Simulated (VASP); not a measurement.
# WC (Qusongite) (P-6m2) in VASP: settings compared, part 2 of 2

VASP 6.6.1. The steps go on from the part before.

## 5. Relaxation of cell and atoms, PBE+U

This run uses another cell than the first one, of 10.38 Å³/atom, 0.981 times its volume.

Input file INCAR:

```
SYSTEM = WC
ALGO     = Normal         ! electronic algorithm
EDIFF    = 1E-6           ! SCF threshold, eV
EDIFFG   = -0.01          ! ionic threshold
ENCUT    = 600            ! plane-wave cutoff, eV
GGA      = PE             ! functional
IBRION   = 2              ! ionic algorithm
ISIF     = 3              ! what is computed and relaxed
ISMEAR   = -1             ! smearing method
LASPH    = .TRUE.         ! aspherical terms in the spheres
LCHARG   = .FALSE.        ! write CHGCAR
LDAU     = .TRUE.         ! DFT+U
LDAUJ    = 0 0          
LDAUL    = 2 -1           ! shell
LDAUPRINT= 1            
LDAUTYPE = 2            
LDAUU    = 2 0            ! U, eV
LMAXMIX  = 4              ! l up to which the mixer works
LREAL    = .FALSE.        ! projectors in reciprocal space
LWAVE    = .FALSE.        ! write WAVECAR
NELM     = 150            ! most SCF steps
NSW      = 60             ! ionic steps
PREC     = Accurate       ! precision mode
SIGMA    = 0.05           ! smearing width, eV
```

Input file KPOINTS:

```
k-points
0
G
  10 10 9
  0 0 0
```

Input file POSCAR:

```
WC
1.0
    2.9065000000      0.0000000000      0.0000000000
   -1.4532500000      2.5171028361      0.0000000000
    0.0000000000      0.0000000000      2.8366000000
W C
1 1
Direct
    0.0000000000      0.0000000000      0.0000000000
    0.6666666667      0.3333333333      0.5000000000
```

Potentials or basis: VASP PAW PBE potentials, release 64 (W_sv, C).

Run with:

```sh
$ cat potpaw_PBE.64/W_sv/POTCAR potpaw_PBE.64/C/POTCAR > POTCAR
$ mpirun -np 1 vasp_std > vasp.out
```

OUTCAR:

```text
SYSTEM = WC
   EDIFF = 1E-6
   EDIFFG = -0.01
   ENCUT = 600
   GGA = PE
   IBRION = 2
   ISIF = 3
   ISMEAR = -1
   LASPH = .TRUE.
   LREAL = .FALSE.
   NELM = 150
   NSW = 60
   PREC = Accurate

 ion  position               nearest neighbor table
   1  0.000  0.000  0.000-   2 2.20   2 2.20   2 2.20   2 2.20   2 2.20   2 2.20
   2  0.667  0.333  0.500-   1 2.20   1 2.20   1 2.20   1 2.20   1 2.20   1 2.20

  LATTYP: Found a hexagonal cell.
 ALAT       =     2.9065000000
 C/A-ratio  =     0.9759504559

  Lattice vectors:

 A1 = (   2.9065000000,   0.0000000000,   0.0000000000)
 A2 = (  -1.4532500000,   2.5171028361,   0.0000000000)
 A3 = (   0.0000000000,   0.0000000000,   2.8366000000)
[... 783 lines left out ...]
  o =  0.3606  v = -0.0000 -0.0000 -1.0000  0.0000 -0.0000  0.0000  0.0000  0.0000  0.0000  0.0000      0.0000  0.0000  0.0000  0.0000  0.0000  0.0000  0.0000  0.0000  0.0000  0.0000
  o =  0.3606  v =  0.0000  0.0000  0.0000  0.0000  0.0000 -0.0000 -0.0000 -1.0000  0.0000 -0.0000      0.0000  0.0000  0.0000  0.0000  0.0000  0.0000  0.0000  0.0000  0.0000  0.0000

--------------------------------------- Ionic step       12  -------------------------------------------

 number of electron      18.0000000 magnetization

 Free energy of the ion-electron system (eV)
  ---------------------------------------------------
  ext. energy  EPLUGINS =         0.00000000
  ---------------------------------------------------
  free energy    TOTEN  =       -20.21272757 eV

  energy without entropy =      -20.21055930  energy(sigma->0) =      -20.21164344

 E-fermi :  10.8598     XC(G=0): -13.6528

 val. band max:       10.8503168642   @ k =   0.4000   0.2000   0.0000
 cond. band min:      10.8655776780   @ k =   0.0000   0.0000   0.0000
 fundamental gap:      0.0152608138
 Fermi energy:        10.8598059064

 k-point     1 :       0.0000    0.0000    0.0000
  band No.  band energies     occupation
      1     -63.5110      2.00000
      2     -27.4761      2.00000
      3     -27.3866      2.00000
      4     -27.3866      2.00000
      5      -3.5054      2.00000
      6       6.6855      2.00000
      7       7.6244      2.00000
      8       7.6244      2.00000
      9      10.8656      0.94235
     10      14.0589      0.00000
     11      14.0589      0.00000
     12      16.2989      0.00000
     13      16.2989      0.00000
[... 397 lines left out ...]
  FREE ENERGIE OF THE ION-ELECTRON SYSTEM (eV)
  ---------------------------------------------------
  free  energy   TOTEN  =       -20.2127275709 eV

  energy  without entropy=      -20.2105593030  energy(sigma->0) =      -20.21164344

 reached required accuracy - stopping structural energy minimisation
```

CONTCAR:

```text
WC
   1.00000000000000
     2.9351175774975373    0.0000000000000000   -0.0000000000000000
    -1.4675587887487687    2.5418863852076528    0.0000000000000000
    -0.0000000000000000    0.0000000000000000    2.8587834033213841
  W               C
     1     1
Direct
     0.0000000000000000    0.0000000000000000    0.0000000000000000
     0.6666666667000030    0.3333333332999970    0.5000000000000000

  0.00000000E+00  0.00000000E+00  0.00000000E+00
  0.00000000E+00  0.00000000E+00  0.00000000E+00
```

Run time: 40 s. Hardware: 1 thread of Intel Xeon 6975P-C (Granite Rapids), shared host; peak memory 0.17 GiB.

What came out:

- Free energy: -20.2127 eV
- Relaxed volume: 10.66 Å³/atom
- Relaxed cell: a = 2.935 Å, b = 2.935 Å, c = 2.859 Å, α = 90.00°, β = 90.00°, γ = 120.00°
- Space group after relaxing (to 0.05 Å): P-6m2 (No. 187)
- Energy gained by relaxing: 9.6 meV/atom
- Ionic steps: 12
- Pressure after relaxing: 0.0 GPa
- Band gap on the k mesh: zero (band 9 reaches 11.46 eV, above the bottom of band 10 at 10.38 eV)

Step by step:
```
step  energy change (eV)  largest force (eV/Å)  pressure (GPa)  volume (Å³)
   1              0.0000                0.0000           10.93        20.75
   2              0.1099                0.0000          -23.72        22.95
   3             -0.0190                0.0000           -0.26        21.34
   4             -0.0191                0.0000           -0.05        21.33
   5             -0.0191                0.0000            0.16        21.31
   6             -0.0191                0.0000            0.21        21.32
   7             -0.0192                0.0000            0.21        21.32
   8             -0.0192                0.0000            0.20        21.32
   9             -0.0192                0.0000            0.18        21.32
  10             -0.0192                0.0000            0.17        21.32
  11             -0.0192                0.0000           -0.31        21.35
  12             -0.0192                0.0000            0.02        21.33
```

Final structure:
```yaml
crystal:
  lattice:
    - [2.93512, 0.00000, 0.00000]
    - [-1.46756, 2.54189, 0.00000]
    - [0.00000, 0.00000, 2.85878]
  atoms:
    - { symbol: W, position: [0.00000, 0.00000, 0.00000] }
    - { symbol: C, position: [0.66667, 0.33333, 0.50000] }
```

Levels at points of the mesh, in eV from the Fermi level:
```
           k point  band 5  band 6  band 7  band 8  band 9  band 10  band 11  band 12  band 13
(0.00, 0.00, 0.00)  -14.37   -4.17   -3.24   -3.24    0.01     3.20     3.20     5.44     5.44
(0.50, 0.00, 0.00)  -11.07   -7.02   -3.46   -3.46   -0.55     2.35     4.38     4.67     6.67
```

Eigenvalues of the final occupation matrices:
```tsv
site	spin	trace	eigenvalues
site 1 d	1	1.68	0.32 0.32 0.34 0.34 0.36
site 1 d	2	1.68	0.32 0.32 0.34 0.34 0.36
```

Caveat: spin-orbit coupling is left out, which moves the levels of the heavy elements; U without spin polarisation on a metal has little footing; the U is typed as a test and isn't derived for this compound. Zero-point motion and thermal expansion aren't in these numbers.

## 6. Relaxation of cell and atoms, PBE+U

This run uses another cell than the first one, of 10.38 Å³/atom, 0.981 times its volume.

Input file INCAR:

```
SYSTEM = WC
  ALGO = Normal
  EDIFF = 1E-6
  EDIFFG = -0.01
  ENCUT = 600
  GGA = PE
  IBRION = 2
  ISIF = 3
  ISMEAR = -1
  LASPH = .TRUE.
  LCHARG = .FALSE.
  LDAU = .TRUE.
  LDAUJ = 0 0
  LDAUL = 2 -1
  LDAUPRINT = 1
  LDAUTYPE = 2
  LDAUU = 3 0
  LMAXMIX = 4
  LREAL = .FALSE.
  LWAVE = .FALSE.
  NELM = 150
  NSW = 60
  PREC = Accurate
  SIGMA = 0.05
```

KPOINTS is that of step 5.

POSCAR is that of step 5.

Potentials or basis: VASP PAW PBE potentials, release 64 (W_sv, C).

Run with:

```sh
$ cat potpaw_PBE.64/W_sv/POTCAR potpaw_PBE.64/C/POTCAR > POTCAR
$ mpirun -np 1 vasp_std > vasp.out
```

OUTCAR:

```text
SYSTEM = WC
   EDIFF = 1E-6
   EDIFFG = -0.01
   ENCUT = 600
   GGA = PE
   IBRION = 2
   ISIF = 3
   ISMEAR = -1
   LASPH = .TRUE.
   LREAL = .FALSE.
   NELM = 150
   NSW = 60
   PREC = Accurate

 ion  position               nearest neighbor table
   1  0.000  0.000  0.000-   2 2.20   2 2.20   2 2.20   2 2.20   2 2.20   2 2.20
   2  0.667  0.333  0.500-   1 2.20   1 2.20   1 2.20   1 2.20   1 2.20   1 2.20

  LATTYP: Found a hexagonal cell.
 ALAT       =     2.9065000000
 C/A-ratio  =     0.9759504559

  Lattice vectors:

 A1 = (   2.9065000000,   0.0000000000,   0.0000000000)
 A2 = (  -1.4532500000,   2.5171028361,   0.0000000000)
 A3 = (   0.0000000000,   0.0000000000,   2.8366000000)

Analysis of symmetry for initial positions (statically):
=====================================================================
 Subroutine PRICEL returns:
 Original cell was already a primitive cell.

 Routine SETGRP: Setting up the symmetry group for a
 hexagonal supercell.

 Subroutine GETGRP returns: Found 12 space group operations
 (whereof 12 operations were pure point group operations)
 out of a pool of 24 trial point group operations.

The static configuration has the point symmetry D_3h.

Analysis of symmetry for dynamics (positions and initial velocities):
=====================================================================
 Subroutine PRICEL returns:
 Original cell was already a primitive cell.

 Routine SETGRP: Setting up the symmetry group for a
 hexagonal supercell.

 Subroutine GETGRP returns: Found 12 space group operations
 (whereof 12 operations were pure point group operations)
 out of a pool of 24 trial point group operations.

The dynamic configuration has the point symmetry D_3h.

 Subroutine INISYM returns: Found 12 space group operations
[... 204 lines left out ...]
      8       6.8268      2.00000
      9       9.6040      1.60023
     10      12.5143      0.00000
     11      12.5143      0.00000
     12      14.5922      0.00000
     13      14.5922      0.00000
[... 613 lines left out ...]
  FREE ENERGIE OF THE ION-ELECTRON SYSTEM (eV)
  ---------------------------------------------------
  free  energy   TOTEN  =       -19.1010841546 eV

  energy  without entropy=      -19.0988957471  energy(sigma->0) =      -19.09998995

atom =   1  type =  1  l = 2

 onsite density matrix

spin component  1

  0.3375  0.0000 -0.0000  0.0000 -0.0000
  0.0000  0.3145  0.0000 -0.0000 -0.0000
 -0.0000  0.0000  0.3582 -0.0000  0.0000
  0.0000 -0.0000 -0.0000  0.3145  0.0000
 -0.0000 -0.0000  0.0000  0.0000  0.3375

spin component  2

  0.3375  0.0000 -0.0000  0.0000 -0.0000
  0.0000  0.3145  0.0000 -0.0000 -0.0000
 -0.0000  0.0000  0.3582 -0.0000  0.0000
  0.0000 -0.0000 -0.0000  0.3145  0.0000
 -0.0000 -0.0000  0.0000  0.0000  0.3375

 occupancies and eigenvectors

  o =  0.3145  v =  0.0000 -0.0003 -0.0000 -1.0000  0.0000  0.0000  0.0000  0.0000  0.0000  0.0000      0.0000  0.0000  0.0000  0.0000  0.0000  0.0000  0.0000  0.0000  0.0000  0.0000
  o =  0.3145  v =  0.0000  0.0000  0.0000  0.0000  0.0000  0.0000 -0.0003 -0.0000 -1.0000  0.0000      0.0000  0.0000  0.0000  0.0000  0.0000  0.0000  0.0000  0.0000  0.0000  0.0000
  o =  0.3145  v =  0.0000 -1.0000  0.0000  0.0003 -0.0000  0.0000  0.0000  0.0000  0.0000  0.0000      0.0000  0.0000  0.0000  0.0000  0.0000  0.0000  0.0000  0.0000  0.0000  0.0000
  o =  0.3145  v =  0.0000  0.0000  0.0000  0.0000  0.0000  0.0000 -1.0000  0.0000  0.0003 -0.0000      0.0000  0.0000  0.0000  0.0000  0.0000  0.0000  0.0000  0.0000  0.0000  0.0000
  o =  0.3375  v =  0.0000  0.0000  0.0000  0.0000  0.0000 -0.7071  0.0000  0.0000 -0.0000 -0.7071      0.0000  0.0000  0.0000  0.0000  0.0000  0.0000  0.0000  0.0000  0.0000  0.0000
  o =  0.3375  v = -0.7071  0.0000  0.0000 -0.0000 -0.7071  0.0000  0.0000  0.0000  0.0000  0.0000      0.0000  0.0000  0.0000  0.0000  0.0000  0.0000  0.0000  0.0000  0.0000  0.0000
  o =  0.3375  v = -0.7071 -0.0000 -0.0000  0.0000  0.7071  0.0000  0.0000  0.0000  0.0000  0.0000      0.0000  0.0000  0.0000  0.0000  0.0000  0.0000  0.0000  0.0000  0.0000  0.0000
  o =  0.3375  v =  0.0000  0.0000  0.0000  0.0000  0.0000 -0.7071 -0.0000 -0.0000  0.0000  0.7071      0.0000  0.0000  0.0000  0.0000  0.0000  0.0000  0.0000  0.0000  0.0000  0.0000
  o =  0.3582  v =  0.0000 -0.0000 -1.0000  0.0000 -0.0000  0.0000  0.0000  0.0000  0.0000  0.0000      0.0000  0.0000  0.0000  0.0000  0.0000  0.0000  0.0000  0.0000  0.0000  0.0000
  o =  0.3582  v =  0.0000  0.0000  0.0000  0.0000  0.0000  0.0000 -0.0000 -1.0000  0.0000 -0.0000      0.0000  0.0000  0.0000  0.0000  0.0000  0.0000  0.0000  0.0000  0.0000  0.0000

--------------------------------------- Ionic step        9  -------------------------------------------

 number of electron      18.0000000 magnetization

 Free energy of the ion-electron system (eV)
  ---------------------------------------------------
  ext. energy  EPLUGINS =         0.00000000
  ---------------------------------------------------
  free energy    TOTEN  =       -19.10113174 eV

  energy without entropy =      -19.09894613  energy(sigma->0) =      -19.10003894

 E-fermi :  10.8576     XC(G=0): -13.6242

 val. band max:       10.8555890473   @ k =   0.0000   0.0000   0.3333
 cond. band min:      10.8733605635   @ k =   0.5000   0.0000   0.4444
 fundamental gap:      0.0177715162
 Fermi energy:        10.8575885512

 k-point     1 :       0.0000    0.0000    0.0000
  band No.  band energies     occupation
      1     -63.6824      2.00000
      2     -27.6397      2.00000
      3     -27.5518      2.00000
      4     -27.5518      2.00000
      5      -3.5168      2.00000
      6       6.7136      2.00000
      7       7.6553      2.00000
      8       7.6553      2.00000
      9      10.8241      1.32314
     10      14.0890      0.00000
     11      14.0890      0.00000
     12      16.2555      0.00000
     13      16.2555      0.00000
[... 397 lines left out ...]
  FREE ENERGIE OF THE ION-ELECTRON SYSTEM (eV)
  ---------------------------------------------------
  free  energy   TOTEN  =       -19.1011317419 eV

  energy  without entropy=      -19.0989461350  energy(sigma->0) =      -19.10003894

 reached required accuracy - stopping structural energy minimisation
```

OSZICAR:

```text
N       E                     dE             d eps       ncg     rms          rms(c)
DAV:   1     0.124855061606E+03    0.12486E+03   -0.10625E+04  1820   0.171E+03
[... 67 lines left out ...]
       N       E                     dE             d eps       ncg     rms          rms(c)
DAV:   1    -0.191014044564E+02   -0.31934E-03   -0.67499E-03  1840   0.120E+00    0.227E-01
DAV:   2    -0.191011686889E+02    0.23577E-03   -0.57689E-04  1865   0.307E-01    0.468E-02
DAV:   3    -0.191011347094E+02    0.33979E-04   -0.69296E-05  1960   0.737E-02    0.163E-02
DAV:   4    -0.191011303188E+02    0.43906E-05   -0.17976E-05  2025   0.470E-02    0.185E-02
DAV:   5    -0.191011316999E+02   -0.13811E-05   -0.10400E-06  1080   0.121E-02    0.147E-03
DAV:   6    -0.191011317419E+02   -0.42020E-07   -0.27186E-07   915   0.541E-03
   9 F= -.19101132E+02 E0= -.19100039E+02  d E =-.101354E-04
```

CONTCAR:

```text
WC
   1.00000000000000
     2.9406279119770140   -0.0000000000000000   -0.0000000000000000
    -1.4703139559885070    2.5466584748502319    0.0000000000000000
     0.0000000000000000    0.0000000000000000    2.8644547789558263
  W               C
     1     1
Direct
     0.0000000000000000    0.0000000000000000    0.0000000000000000
     0.6666666667000030    0.3333333332999970    0.5000000000000000

  0.00000000E+00  0.00000000E+00  0.00000000E+00
  0.00000000E+00  0.00000000E+00  0.00000000E+00
```

It took 36 s on 1 thread of Intel Xeon 6975P-C (Granite Rapids), shared host; peak memory 0.16 GiB.

What came out:

```yaml
Free_energy: -19.1011 eV
Relaxed_volume: 10.73 Å³/atom
Relaxed_cell: a = 2.941 Å, b = 2.941 Å, c = 2.864 Å, α = 90.00°, β = 90.00°, γ = 120.00°
Space_group_after_relaxing_to_0.05_Å: P-6m2 (No. 187)
Energy_gained_by_relaxing: 14.0 meV/atom
Ionic_steps: 9
Pressure_after_relaxing: 0.0 GPa
Band_gap_on_the_k_mesh: zero (band 9 reaches 11.44 eV, above the bottom of band 10 at 10.41 eV)
```

Step by step:
| step | energy change (eV) | largest force (eV/Å) | pressure (GPa) | volume (Å³) |
| --- | --- | --- | --- | --- |
| 1 | 0.0000 | 0.0000 | 13.21 | 20.75 |
| 2 | 0.1562 | 0.0000 | -27.38 | 23.43 |
| 3 | -0.0277 | 0.0000 | -0.39 | 21.47 |
| 4 | -0.0278 | 0.0000 | 0.00 | 21.45 |
| 5 | -0.0278 | 0.0000 | 0.22 | 21.43 |
| 6 | -0.0278 | 0.0000 | 0.25 | 21.44 |
| 7 | -0.0279 | 0.0000 | 0.27 | 21.44 |
| 8 | -0.0279 | 0.0000 | -0.49 | 21.48 |
| 9 | -0.0279 | 0.0000 | 0.01 | 21.45 |

Final structure:
```cif
data_structure
_symmetry_space_group_name_H-M 'P 1'
_symmetry_Int_Tables_number 1
_cell_length_a 2.9406
_cell_length_b 2.9406
_cell_length_c 2.8645
_cell_angle_alpha 90.000
_cell_angle_beta 90.000
_cell_angle_gamma 120.000
_cell_volume 21.45
loop_
_atom_site_label
_atom_site_type_symbol
_atom_site_fract_x
_atom_site_fract_y
_atom_site_fract_z
_atom_site_occupancy
W1 W 0.00000 0.00000 0.00000 1
C1 C 0.66667 0.33333 0.50000 1
```

Eigenvalues of the final occupation matrices:
| site | spin | trace | eigenvalues |
| --- | --- | --- | --- |
| site 1 d | 1 | 1.66 | 0.31 0.31 0.34 0.34 0.36 |
| site 1 d | 2 | 1.66 | 0.31 0.31 0.34 0.34 0.36 |

Caveat: spin-orbit coupling is left out, which moves the levels of the heavy elements; U without spin polarisation on a metal has little footing; the U is typed as a test and isn't derived for this compound.

## 7. The runs side by side

| task | level | U | cell | cutoff (eV) | gap on the mesh (eV) | pressure (GPa) | relaxed volume (Å³/atom) |
| --- | --- | --- | --- | --- | --- | --- | --- |
| single point | PBE+U | W d U = 8.0 eV | a = 2.931, b = 2.931, c = 2.843 Å, angles 90.0, 90.0, 120.0°, 2 atoms | 520 | none | 17.9 | - |
| relaxation of cell and atoms | PBE | - | relaxed from a = 2.906, b = 2.907, c = 2.837 Å, angles 90.0, 90.0, 120.0°, 2 atoms | 600 | none | 0.1 | 10.55 |
| relaxation of cell and atoms | PBE+U | W d U = 1.0 eV | relaxed from a = 2.906, b = 2.907, c = 2.837 Å, angles 90.0, 90.0, 120.0°, 2 atoms | 600 | none | 0.0 | 10.61 |
| relaxation of cell and atoms | PBE+U | W d U = 2.0 eV | relaxed from a = 2.906, b = 2.907, c = 2.837 Å, angles 90.0, 90.0, 120.0°, 2 atoms | 600 | none | 0.0 | 10.66 |
| relaxation of cell and atoms | PBE+U | W d U = 3.0 eV | relaxed from a = 2.906, b = 2.907, c = 2.837 Å, angles 90.0, 90.0, 120.0°, 2 atoms | 600 | none | 0.0 | 10.73 |

Alike in all rows: potentials or basis VASP PAW PBE potentials, release 64 (W_sv, C); no spin polarisation; k mesh 10 × 10 × 9; smearing fermi-dirac 0.05 eV.

Caveats: spin-orbit coupling is left out, which moves the levels of the heavy elements; U without spin polarisation on a metal has little footing (some runs); the U is typed as a test and isn't derived for this compound (some runs).

Total energies depend on the potentials used, so only differences within one code and one set of settings carry meaning.
